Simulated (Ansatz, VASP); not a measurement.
## Two plane-wave programs on BP

```xyz
2
Lattice="0.0000 2.2683 2.2683 2.2683 0.0000 2.2683 2.2683 2.2683 0.0000" Properties=species:S:1:pos:R:3 pbc="T T T"
B     0.0000    0.0000    0.0000
P     1.1342    1.1342    1.1342
```

Alike in both runs: task single point; functional PBE0; k mesh 6 × 6 × 6; no spin polarisation.

```csv
,VASP,Ansatz
version,VASP 6.6.1,Ansatz 0.2.0
potentials or method,"VASP PAW PBE potentials, release 64 (B, P)","plane waves, PAW"
plane-wave cutoff (eV),520,420
occupations,"gaussian, width 0.01 eV",fixed
valence electrons in the cell,8,8
```

VASP gave:

```
gap on the k mesh at the Fermi level (eV) : 2.79
pressure (GPa)                            : -2.0
```

**Question.** What did Ansatz give for the same quantities?

**Answer.** gap on the k mesh at the Fermi level (eV): 2.76; pressure (GPa): -1.4.

Ansatz's warnings: stress exchange threshold loose, stress scf threshold loose.
